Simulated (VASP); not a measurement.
Input of a VASP 6.6.1 run:

INCAR

```
SYSTEM = AlCu3
ALGO     = Normal         ! electronic algorithm
EDIFF    = 1E-7           ! SCF threshold, eV
ENCUT    = 520            ! plane-wave cutoff, eV
GGA      = PS             ! functional
ISIF     = 2              ! what is computed and relaxed
ISMEAR   = 0              ! smearing method
LASPH    = .TRUE.         ! aspherical terms in the spheres
LCHARG   = .TRUE.         ! write CHGCAR
LELF     = .TRUE.         ! ELF
LREAL    = .FALSE.        ! projectors in reciprocal space
LVHAR    = .TRUE.       
LWAVE    = .FALSE.        ! write WAVECAR
NBANDS   = 26             ! bands
NELM     = 100            ! most SCF steps
PREC     = Accurate       ! precision mode
SIGMA    = 0.1            ! smearing width, eV
```

KPOINTS

```
k-points
0
G
  12 12 12
  0 0 0
```

The input POSCAR:

```
AlCu3
1.0
    3.6678318545      0.0000000000      0.0000000000
    0.0000000000      3.6678318545      0.0000000000
    0.0000000000      0.0000000000      3.6678318545
Al Cu
1 3
Direct
    0.0000000000      0.0000000000      0.0000000000
    0.5000000000      0.5000000000      0.0000000000
    0.5000000000      0.0000000000      0.5000000000
    0.0000000000      0.5000000000      0.5000000000
```

Potentials or basis: VASP PAW PBE potentials, release 64 (Al, Cu).

The run is started by

```sh
$ cat potpaw_PBE.64/Al/POTCAR potpaw_PBE.64/Cu/POTCAR > POTCAR
$ mpirun -np 1 vasp_std > vasp.out
```

(1) What does it give for the band gap on the k mesh?

(2) Estimate the pressure.

Answers

(1) zero (bands 18 and 19 overlap by 5.42 eV).

(2) -3.7 GPa.

Caveat: the cell stands under tension; the PAW data sets were made with another functional, which shifts forces and pressure a little.
